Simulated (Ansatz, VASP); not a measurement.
## One calculation of SiC, two programs

File INCAR:

```
SYSTEM = SiC
ALGO     = Normal         ! electronic algorithm
EDIFF    = 1E-6           ! SCF threshold, eV
ENCUT    = 520            ! plane-wave cutoff, eV
GGA      = PS             ! functional
ISIF     = 2              ! what is computed and relaxed
ISMEAR   = -1             ! smearing method
IVDW     = 13             ! dispersion correction
LASPH    = .TRUE.         ! aspherical terms in the spheres
LCHARG   = .TRUE.         ! write CHGCAR
LELF     = .TRUE.         ! ELF
LREAL    = .FALSE.        ! projectors in reciprocal space
LVHAR    = .TRUE.       
LWAVE    = .FALSE.        ! write WAVECAR
NBANDS   = 36             ! bands
NELM     = 80             ! most SCF steps
PREC     = Accurate       ! precision mode
SIGMA    = 0.05           ! smearing width, eV
```

KPOINTS

```
k-points
0
G
  10 10 2
  0 0 0
```

The input POSCAR:

```
SiC
1.0
    3.0318190065      0.0000000000      0.0000000000
   -1.5159095032      2.6256322793      0.0000000000
    0.0000000000      0.0000000000     14.8603212692
Si C
6 6
Direct
    0.6666666667      0.3333333333      0.4583000000
    0.3333333333      0.6666666667      0.9583000000
    0.6666666667      0.3333333333      0.7917000000
    0.3333333333      0.6666666667      0.2917000000
    0.0000000000      0.0000000000      0.6250000000
    0.0000000000      0.0000000000      0.1250000000
    0.6666666667      0.3333333333      0.3333000000
    0.3333333333      0.6666666667      0.8333000000
    0.6666666667      0.3333333333      0.6667000000
    0.3333333333      0.6666666667      0.1667000000
    0.0000000000      0.0000000000      0.5000000000
    0.0000000000      0.0000000000      0.0000000000
```

File input.yaml:

```yaml
crystal:
  lattice:
    - [3.0318190065, 0.0, 0.0]
    - [-1.5159095032, 2.6256322793, 0.0]
    - [0.0, 0.0, 14.8603212692]
  atoms:
    - { symbol: Si, position: [0.6666666667, 0.3333333333, 0.4583] }
    - { symbol: Si, position: [0.3333333333, 0.6666666667, 0.9583] }
    - { symbol: Si, position: [0.6666666667, 0.3333333333, 0.7917] }
    - { symbol: Si, position: [0.3333333333, 0.6666666667, 0.2917] }
    - { symbol: Si, position: [0.0, 0.0, 0.625] }
    - { symbol: Si, position: [0.0, 0.0, 0.125] }
    - { symbol: C, position: [0.6666666667, 0.3333333333, 0.3333] }
    - { symbol: C, position: [0.3333333333, 0.6666666667, 0.8333] }
    - { symbol: C, position: [0.6666666667, 0.3333333333, 0.6667] }
    - { symbol: C, position: [0.3333333333, 0.6666666667, 0.1667] }
    - { symbol: C, position: [0.0, 0.0, 0.5] }
    - { symbol: C, position: [0.0, 0.0, 0.0] }
hamiltonian:
  xc: pbesol
  pseudopotentials: { kind: paw }
  dispersion: d4
kpoints:
  mp_grid: { grid: [10, 10, 2] }
scf:
  occupations: { method: fermi_dirac, width: 0.05 }
output:
  forces: true
  stress: true
  eigenvalues: true
```

Alike in both runs: task single point; functional PBEsol; dispersion D4; k mesh 10 × 10 × 2; occupations fermi-dirac, width 0.05 eV; no spin polarisation.

|  | VASP | Ansatz |
| --- | --- | --- |
| version | VASP 6.6.1 | Ansatz 0.2.0 |
| potentials or method | VASP PAW PBE potentials, release 64 (Si, C) | Ansatz PAW |
| plane-wave cutoff (eV) | 520 | 420 |
| valence electrons in the cell | 48 | 48 |

|  | VASP | Ansatz | Ansatz less VASP |
| --- | --- | --- | --- |
| gap on the k mesh at the Fermi level (eV) | 1.89 | 1.90 | +0.009 |
| least direct gap on the mesh (eV) | 3.01 | 3.02 | +0.010 |
| pressure (GPa) | 9.2 | 8.8 | -0.39 |
| traceless stress, the component that is largest in VASP (GPa) | 0.55 | 0.55 | -0.006 |
| rms of the force components (eV/Å) | 0.042 | 0.042 | -0.0001 |

VASP's potentials were made for PBE, not for PBEsol. Atom by atom the forces differ by 0.000 eV/Å (rms over components).
